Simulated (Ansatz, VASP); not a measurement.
**C in VASP and in Ansatz**

```
C
1.0
    -1.18407    1.18407    1.18407
     1.18407   -1.18407    1.18407
     1.18407    1.18407   -1.18407
C
1
Direct
  0.00000 0.00000 0.00000
```

Alike in both runs: task single point; functional PBE; k mesh 16 × 16 × 16; occupations gaussian, width 0.05 eV; no spin polarisation.

```csv
,VASP,Ansatz
version,VASP 6.6.1,Ansatz 0.2.0
potentials or method,"VASP PAW PBE potentials, release 64 (C), cutoff 600 eV","all-electron LAPW, scalar-relativistic"
```

|  | VASP | Ansatz | Ansatz less VASP |
| --- | --- | --- | --- |
| pressure (GPa) | -0.2 | -0.1 | +0.10 |

Ansatz ran all-electron here, and VASP with PAW potentials.
